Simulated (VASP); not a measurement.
# V (P6_3/mmc) in VASP: notebook

The runs below take V through single point, with PBE.

Program: VASP 6.6.1. These are calculated values, not measurements. Logs are shortened: lines on timing, memory, paths and dates and some standing lists are left out, and cuts for length are marked.

## 1. The cell of the first run

The structure is hexagonal, space group P6_3/mmc (No. 194). Conventional cell: a = 2.190 Å, b = 2.190 Å, c = 3.999 Å, α = 90.00°, β = 90.00°, γ = 120.00°. Within 2.9 Å of V (site symmetry -6m2) lie 12 V at 2.19 to 2.37 Å.

## 2. Single point, PBE

Contents of INCAR:

```
ALGO = Normal ; EDIFF = 1E-6
ENCUT = 520 ; GGA = PE
ISIF = 2 ; ISMEAR = -1
LASPH = True ; LCHARG = True
LELF = True ; LREAL = False
LVHAR = True ; LWAVE = False
NBANDS = 20 ; NELM = 60
PREC = Accurate ; SIGMA = 0.05
```

Contents of KPOINTS:

```
k-points
0
Gamma
  19 19 11
```

Contents of POSCAR:

```
V
1.0
    2.1896667996      0.0000000000      0.0000000000
   -1.0948333998      1.8963070742      0.0000000000
    0.0000000000      0.0000000000      3.9993035896
V
2
Direct
    0.3333333333      0.6666666667      0.2500000000
    0.6666666667      0.3333333333      0.7500000000
```

Potentials or basis: VASP PAW PBE potentials, release 64 (V_sv).

Run with:

```sh
cat potpaw_PBE.64/V_sv/POTCAR > POTCAR
mpirun -np 1 vasp_std > vasp.out
```

OUTCAR:

```text
EDIFF = 1E-6
   ENCUT = 520
   GGA = PE
   ISIF = 2
   ISMEAR = -1
   LASPH = True
   LREAL = False
   NELM = 60
   PREC = Accurate

 ion  position               nearest neighbor table
   1  0.333  0.667  0.250-   2 2.37   2 2.37   2 2.37   2 2.37   2 2.37   2 2.37
   2  0.667  0.333  0.750-   1 2.37   1 2.37   1 2.37   1 2.37   1 2.37   1 2.37

  LATTYP: Found a hexagonal cell.
 ALAT       =     2.1896667996
 C/A-ratio  =     1.8264439093

  Lattice vectors:

 A1 = (   2.1896667996,   0.0000000000,   0.0000000000)
 A2 = (  -1.0948333998,   1.8963070742,   0.0000000000)
 A3 = (   0.0000000000,   0.0000000000,   3.9993035896)

Analysis of symmetry for initial positions (statically):
=====================================================================
 Subroutine PRICEL returns:
 Original cell was already a primitive cell.

 Routine SETGRP: Setting up the symmetry group for a
 hexagonal supercell.

 Subroutine GETGRP returns: Found 24 space group operations
 (whereof 12 operations were pure point group operations)
 out of a pool of 24 trial point group operations.

The static configuration has the point symmetry D_3d.
 The point group associated with its full space group is D_6h.

Analysis of symmetry for dynamics (positions and initial velocities):
=====================================================================
 Subroutine PRICEL returns:
 Original cell was already a primitive cell.

 Routine SETGRP: Setting up the symmetry group for a
 hexagonal supercell.

 Subroutine GETGRP returns: Found 24 space group operations
 (whereof 12 operations were pure point group operations)
 out of a pool of 24 trial point group operations.

The dynamic configuration has the point symmetry D_3d.
 The point group associated with its full space group is D_6h.

 Subroutine INISYM returns: Found 24 space group operations
 (whereof 12 operations are pure point group operations),
 and found     1 'primitive' translations

----------------------------------------------------------------------------------------

                                     Primitive cell

  volume of cell :      16.6062

  direct lattice vectors                    reciprocal lattice vectors
     2.189666800  0.000000000  0.000000000     0.456690488  0.263670376  0.000000000
[... 75 lines left out ...]
   NGXF,Y,Z  is equivalent  to a cutoff of  24.30, 24.30, 24.94 a.u.
 SYSTEM =  unknown system
   PREC   = accura    normal or accurate (medium, high low for compatibility)
   ISTART =      0    job   : 0-new  1-cont  2-samecut
   ICHARG =      2    charge: 1-file 2-atom 10-const
   ISPIN  =      1    spin polarized calculation?
   LNONCOLLINEAR =      F non collinear calculations
   LSORBIT =      F    spin-orbit coupling
   LASPH  =      T    aspherical Exc in radial PAW
   ENCUT  =  520.0 eV  38.22 Ry    6.18 a.u.   4.07  4.07  7.44*2*pi/ulx,y,z
   NELM   =     60;   NELMIN=  2; NELMDL= -5     # of ELM steps
   EDIFF  = 0.1E-05   stopping-criterion for ELM
   LREAL  =      F    real-space projection
   EDIFFG = 0.1E-04   stopping-criterion for IOM
   NSW    =      0    number of steps for IOM
   IBRION =     -1    ionic relax: 0-MD 1-quasi-New 2-CG
   NFREE  =      0    steps in history (QN), initial steepest desc. (CG)
   ISIF   =      2    stress and relaxation
   ISYM   =      2    0-nonsym 1-usesym 2-fastsym
   POTIM  = 0.5000    time-step for ionic-motion
   TEBEG  =    0.0;   TEEND  =   0.0 temperature during run
   PSTRESS=    0.0 pullay stress
   NELECT =      26.0000    total number of electrons
   NUPDOWN=      -1.0000    fix difference up-down
   EMIN   =  10.00;   EMAX   =-10.00  energy-range for DOS
   EFERMI =   0.00;   METHOD = LEGACY
   ISMEAR =    -1;   SIGMA  =   0.05  broadening in eV -4-tet -1-fermi 0-gaus
   EFERMI_NEDOS =   21; number of points for ismear=-14 and -15
   IALGO  =     38    algorithm
   IMIX   =      4    mixing-type and parameters
     AMIX     =   0.40;   BMIX     =  1.00
     AMIX_MAG =   1.60;   BMIX_MAG =  1.00
  volume/ion in A,a.u.               =       8.30        56.03
  Fermi-wavevector in a.u.,A,eV,Ry     =   1.900971  3.592315 49.167270  3.613692
  Thomas-Fermi vector in A             =   2.939962
   LORBIT       =      0    0 simple, 1 ext, 2 COOP (PROOUT), +10 PAW based schemes
   GGA     = PE    functional components
   LHFCALC =     F    Hartree Fock is set to
   AEXX    =    0.0000 exact exchange contribution
   IVDW    =     0    specifies the selected vdW correction
   LEPSILON=     F    determine dielectric tensor
   LRPA    =     F    only Hartree local field effects (RPA)
 non-spin polarized calculation
  energy-cutoff  :      520.00
  volume of cell :       16.61
 maximum number of plane-waves:       457
   NGX =  9   NGY =  9   NGZ = 15

 number of electron      26.0000004 magnetization

 Free energy of the ion-electron system (eV)
  ---------------------------------------------------
  ext. energy  EPLUGINS =         0.00000000
  ---------------------------------------------------
  free energy    TOTEN  =       -12.21676457 eV

  energy without entropy =      -12.19834964  energy(sigma->0) =      -12.20755711

 E-fermi :  17.7683     XC(G=0): -15.7478

 val. band max:       17.7673194056   @ k =   0.3158   0.0526   0.0909
 cond. band min:      17.7684294047   @ k =   0.3158   0.2105   0.4545
 fundamental gap:      0.0011099991
 Fermi energy:        17.7683021488

 k-point     1 :       0.0000    0.0000    0.0000
  band No.  band energies     occupation
      1     -46.7299      2.00000
      2     -45.9793      2.00000
      3     -21.6420      2.00000
      4     -18.6170      2.00000
      5     -18.1600      2.00000
      6     -18.1600      2.00000
[... 541 lines left out ...]
     19      24.9370      0.00000
     20      32.1893      0.00000

 [... further k-points ...]
[... 5 lines left out ...]
  --------------------------------------------------------------------------------------
  -------------------------------------------------------------------------------------
  Total       23.4297001     23.4297001     23.1290436      0.0000000      0.0000000      0.0000000
  in kB     2260.5089951   2260.5089949   2231.5015173      0.0000000      0.0000000      0.0000000
  external PRESSURE =    2250.8398358 kB  Pullay stress =       0.0000000 kB

 VOLUME and BASIS-vectors are now :
 -----------------------------------------------------------------------------
  energy-cutoff  :      520.00
  volume of cell :       16.61
      direct lattice vectors                 reciprocal lattice vectors
     2.189666800  0.000000000  0.000000000     0.456690488  0.263670376  0.000000000
    -1.094833400  1.896307074  0.000000000     0.000000000  0.527340753  0.000000000
     0.000000000  0.000000000  3.999303590     0.000000000  0.000000000  0.250043533

 POSITION                                       TOTAL-FORCE (eV/Angst)
 -----------------------------------------------------------------------------------
     -0.00000      1.26420      0.99983         0.000000     -0.000000      0.000000
      1.09483      0.63210      2.99948        -0.000000      0.000000      0.000000
 -----------------------------------------------------------------------------------
    total drift:                               -0.000000      0.000000     -0.000000

  FREE ENERGIE OF THE ION-ELECTRON SYSTEM (eV)
  ---------------------------------------------------
  free  energy   TOTEN  =       -12.2167645704 eV

  energy  without entropy=      -12.1983496409  energy(sigma->0) =      -12.20755711
```

stdout:

```text
POSCAR found type information on POSCAR V
 POSCAR found :  1 types and       2 ions
 scaLAPACK will be used
 LDA part: xc-table for (Slater+PW92), standard interpolation
 POSCAR, INCAR and KPOINTS ok, starting setup
 FFT: planning ... GRIDC
 FFT: planning ... GRID_SOFT
 FFT: planning ... GRID
 WAVECAR not read
 entering main loop
```

Run time: 46 s. Hardware: 1 thread of Intel Xeon Platinum 8488C (Sapphire Rapids), shared host; peak memory 0.17 GiB.

What came out:

```yaml
Free_energy: -12.2168 eV
Pressure: 225.1 GPa
Band_gap_on_the_k_mesh: zero (band 13 reaches 20.11 eV, above the bottom of band 14 at 16.58 eV)
```

Levels at points of the mesh, in eV from the Fermi level:
| k point | band 10 | band 11 | band 12 | band 13 | band 14 | band 15 | band 16 | band 17 |
| --- | --- | --- | --- | --- | --- | --- | --- | --- |
| (0.00, 0.00, 0.00) | -4.87 | -1.77 | -0.02 | -0.02 | 0.62 | 0.62 | 1.85 | 2.97 |

## 3. Single point, PBE

Contents of INCAR:

```
PREC     = Accurate       # precision mode
ENCUT    = 520            # plane-wave cutoff, eV
EDIFF    = 1E-7           # SCF threshold, eV
ISMEAR   = -1             # smearing method
SIGMA    = 0.05           # smearing width, eV
LREAL    = False          # projectors in reciprocal space
LASPH    = True           # aspherical terms in the spheres
NELM     = 80             # most SCF steps
ALGO     = Normal         # electronic algorithm
ISIF     = 2              # what is computed and relaxed
LWAVE    = False          # write WAVECAR
LCHARG   = True           # write CHGCAR
GGA      = PE             # functional
LELF     = True           # ELF
LVHAR    = True         
NBANDS   = 20             # bands
```

Contents of KPOINTS:

```
Automatic mesh
0
Gamma
  19 19 11
```

Contents of POSCAR:

```
V
1.0
    2.1897450434      0.0000000000      0.0000000000
   -1.0948725217      1.8963748354      0.0000000000
    0.0000000000      0.0000000000      3.9997644791
V
2
Direct
    0.3333333333      0.6666666667      0.2500000000
    0.6666666667      0.3333333333      0.7500000000
```

Potentials or basis: VASP PAW PBE potentials, release 64 (V_sv).

Run with:

```sh
cat potpaw_PBE.64/V_sv/POTCAR > POTCAR
mpirun -np 1 vasp_std > vasp.out
```

OUTCAR:

```text
PREC = Accurate
   ENCUT = 520
   EDIFF = 1E-7
   ISMEAR = -1
   LREAL = False
   LASPH = True
   NELM = 80
   ISIF = 2
   GGA = PE

 ion  position               nearest neighbor table
   1  0.333  0.667  0.250-   2 2.37   2 2.37   2 2.37   2 2.37   2 2.37   2 2.37
   2  0.667  0.333  0.750-   1 2.37   1 2.37   1 2.37   1 2.37   1 2.37   1 2.37

  LATTYP: Found a hexagonal cell.
 ALAT       =     2.1897450434
 C/A-ratio  =     1.8265891233

  Lattice vectors:

 A1 = (   2.1897450434,   0.0000000000,   0.0000000000)
 A2 = (  -1.0948725217,   1.8963748354,   0.0000000000)
 A3 = (   0.0000000000,   0.0000000000,   3.9997644791)

Analysis of symmetry for initial positions (statically):
=====================================================================
 Subroutine PRICEL returns:
 Original cell was already a primitive cell.

 Routine SETGRP: Setting up the symmetry group for a
 hexagonal supercell.

 Subroutine GETGRP returns: Found 24 space group operations
 (whereof 12 operations were pure point group operations)
 out of a pool of 24 trial point group operations.

The static configuration has the point symmetry D_3d.
 The point group associated with its full space group is D_6h.

Analysis of symmetry for dynamics (positions and initial velocities):
=====================================================================
 Subroutine PRICEL returns:
 Original cell was already a primitive cell.

 Routine SETGRP: Setting up the symmetry group for a
 hexagonal supercell.

 Subroutine GETGRP returns: Found 24 space group operations
 (whereof 12 operations were pure point group operations)
 out of a pool of 24 trial point group operations.

The dynamic configuration has the point symmetry D_3d.
[... 105 lines left out ...]
   NFREE  =      0    steps in history (QN), initial steepest desc. (CG)
   ISIF   =      2    stress and relaxation
   ISYM   =      2    0-nonsym 1-usesym 2-fastsym
   POTIM  = 0.5000    time-step for ionic-motion
   TEBEG  =    0.0;   TEEND  =   0.0 temperature during run
   PSTRESS=    0.0 pullay stress
   NELECT =      26.0000    total number of electrons
   NUPDOWN=      -1.0000    fix difference up-down
   EMIN   =  10.00;   EMAX   =-10.00  energy-range for DOS
   EFERMI =   0.00;   METHOD = LEGACY
   ISMEAR =    -1;   SIGMA  =   0.05  broadening in eV -4-tet -1-fermi 0-gaus
   EFERMI_NEDOS =   21; number of points for ismear=-14 and -15
   IALGO  =     38    algorithm
   IMIX   =      4    mixing-type and parameters
     AMIX     =   0.40;   BMIX     =  1.00
     AMIX_MAG =   1.60;   BMIX_MAG =  1.00
  volume/ion in A,a.u.               =       8.30        56.04
  Fermi-wavevector in a.u.,A,eV,Ry     =   1.900853  3.592092 49.161150  3.613243
  Thomas-Fermi vector in A             =   2.939870
   LORBIT       =      0    0 simple, 1 ext, 2 COOP (PROOUT), +10 PAW based schemes
   GGA     = PE    functional components
   LHFCALC =     F    Hartree Fock is set to
   AEXX    =    0.0000 exact exchange contribution
   IVDW    =     0    specifies the selected vdW correction
   LEPSILON=     F    determine dielectric tensor
   LRPA    =     F    only Hartree local field effects (RPA)
 non-spin polarized calculation
  energy-cutoff  :      520.00
  volume of cell :       16.61
 maximum number of plane-waves:       459
   NGX =  9   NGY =  9   NGZ = 15

 number of electron      26.0000003 magnetization

 Free energy of the ion-electron system (eV)
  ---------------------------------------------------
  ext. energy  EPLUGINS =         0.00000000
  ---------------------------------------------------
  free energy    TOTEN  =       -12.22110808 eV

  energy without entropy =      -12.20268628  energy(sigma->0) =      -12.21189718

 E-fermi :  17.7647     XC(G=0): -15.7466

 val. band max:       17.7633393558   @ k =   0.3158   0.0526   0.0909
 cond. band min:      17.7647614900   @ k =   0.2105   0.0526   0.4545
 fundamental gap:      0.0014221341
 Fermi energy:        17.7646582937

 k-point     1 :       0.0000    0.0000    0.0000
  band No.  band energies     occupation
      1     -46.7329      2.00000
      2     -45.9830      2.00000
      3     -21.6443      2.00000
      4     -18.6213      2.00000
      5     -18.1640      2.00000
      6     -18.1640      2.00000
[... 541 lines left out ...]
     19      24.9321      0.00000
     20      32.1819      0.00000

 [... further k-points ...]
[... 5 lines left out ...]
  --------------------------------------------------------------------------------------
  -------------------------------------------------------------------------------------
  Total       23.4211006     23.4211006     23.1160140      0.0000000      0.0000000      0.0000000
  in kB     2259.2574715   2259.2574715   2229.8280562      0.0000000      0.0000000      0.0000000
  external PRESSURE =    2249.4476664 kB  Pullay stress =       0.0000000 kB

 VOLUME and BASIS-vectors are now :
 -----------------------------------------------------------------------------
  energy-cutoff  :      520.00
  volume of cell :       16.61
      direct lattice vectors                 reciprocal lattice vectors
     2.189745043  0.000000000  0.000000000     0.456674170  0.263660955  0.000000000
    -1.094872522  1.896374835  0.000000000     0.000000000  0.527321910  0.000000000
     0.000000000  0.000000000  3.999764479     0.000000000  0.000000000  0.250014721

 POSITION                                       TOTAL-FORCE (eV/Angst)
 -----------------------------------------------------------------------------------
     -0.00000      1.26425      0.99994         0.000000      0.000000      0.000000
      1.09487      0.63212      2.99982        -0.000000      0.000000      0.000000
 -----------------------------------------------------------------------------------
    total drift:                                0.000000     -0.000000      0.000000

  FREE ENERGIE OF THE ION-ELECTRON SYSTEM (eV)
  ---------------------------------------------------
  free  energy   TOTEN  =       -12.2211080758 eV

  energy  without entropy=      -12.2026862802  energy(sigma->0) =      -12.21189718
```

OSZICAR:

```text
N       E                     dE             d eps       ncg     rms          rms(c)
DAV:   1     0.309783525240E+03    0.30978E+03   -0.15932E+04  9672   0.167E+03
DAV:   2    -0.447570055128E+01   -0.31426E+03   -0.30643E+03 10004   0.507E+02
DAV:   3    -0.130331000132E+02   -0.85574E+01   -0.84736E+01  9812   0.101E+02
DAV:   4    -0.130957001049E+02   -0.62600E-01   -0.62576E-01  9864   0.909E+00
DAV:   5    -0.130966229835E+02   -0.92288E-03   -0.92287E-03  9836   0.100E+00    0.530E+01
DAV:   6    -0.123037834695E+02    0.79284E+00   -0.19194E+00  9712   0.169E+01    0.226E+01
DAV:   7    -0.122277637397E+02    0.76020E-01   -0.32236E-01  9844   0.615E+00    0.372E+00
DAV:   8    -0.122213476515E+02    0.64161E-02   -0.43901E-02  9652   0.283E+00    0.824E-02
DAV:   9    -0.122211136050E+02    0.23405E-03   -0.97369E-04  9764   0.431E-01    0.373E-02
DAV:  10    -0.122211165680E+02   -0.29630E-05   -0.40020E-05 11008   0.831E-02    0.415E-02
DAV:  11    -0.122211109812E+02    0.55868E-05   -0.70605E-06  9884   0.322E-02    0.179E-02
DAV:  12    -0.122211082055E+02    0.27757E-05   -0.14069E-06  9708   0.151E-02    0.235E-03
DAV:  13    -0.122211080920E+02    0.11347E-06   -0.34290E-08  4916   0.246E-03    0.942E-04
DAV:  14    -0.122211080758E+02    0.16188E-07   -0.45751E-09  4856   0.995E-04
   1 F= -.12221108E+02 E0= -.12211897E+02  d E =-.184218E-01
```

stdout:

```text
POSCAR found type information on POSCAR V
 POSCAR found :  1 types and       2 ions
 scaLAPACK will be used
 LDA part: xc-table for (Slater+PW92), standard interpolation
 POSCAR, INCAR and KPOINTS ok, starting setup
 FFT: planning ... GRIDC
 FFT: planning ... GRID_SOFT
 FFT: planning ... GRID
 WAVECAR not read
 entering main loop
```

It took 44 s on 1 thread of Intel Xeon Platinum 8488C (Sapphire Rapids), shared host; peak memory 0.17 GiB.

Results:

* Free energy: -12.2211 eV
* Pressure: 224.9 GPa
* Band gap on the k mesh: zero (band 13 reaches 20.11 eV, above the bottom of band 14 at 16.58 eV)
